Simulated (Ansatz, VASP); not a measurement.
## Two plane-wave programs on Ru

```
CELL_PARAMETERS angstrom
2.70580 0.00000 0.00000
-1.35290 2.34329 0.00000
0.00000 0.00000 4.28190
ATOMIC_POSITIONS crystal
Ru 0.66667 0.33333 0.75000
Ru 0.33333 0.66667 0.25000
```

Alike in both runs: task single point; functional PBE0; k mesh 6 × 6 × 3; occupations fermi-dirac, width 0.05 eV; no spin polarisation.

|  | VASP | Ansatz |
| --- | --- | --- |
| version | VASP 6.6.1 | Ansatz 0.2.0 |
| potentials or method | VASP PAW PBE potentials, release 64 (Ru_pv) | Ansatz PAW |
| plane-wave cutoff (eV) | 520 | 420 |
| valence electrons in the cell | 28 | 32 |

Ansatz gave:

```
gap on the k mesh at the Fermi level (eV)                     : none
pressure (GPa)                                                : -8.6
traceless stress, the component that is largest in VASP (GPa) : -4.81
```

Question: Estimate VASP's values.

Answer: gap on the k mesh at the Fermi level (eV): none; pressure (GPa): -8.6; traceless stress, the component that is largest in VASP (GPa): -6.02.

A gap of «none» marks a metal or a gap that the smearing closes. VASP's potentials hold 28 valence electrons a cell and Ansatz's 32, so a difference there can come from the potentials and not from the codes.

The k mesh is coarse, so the values compare programs but aren't converged.
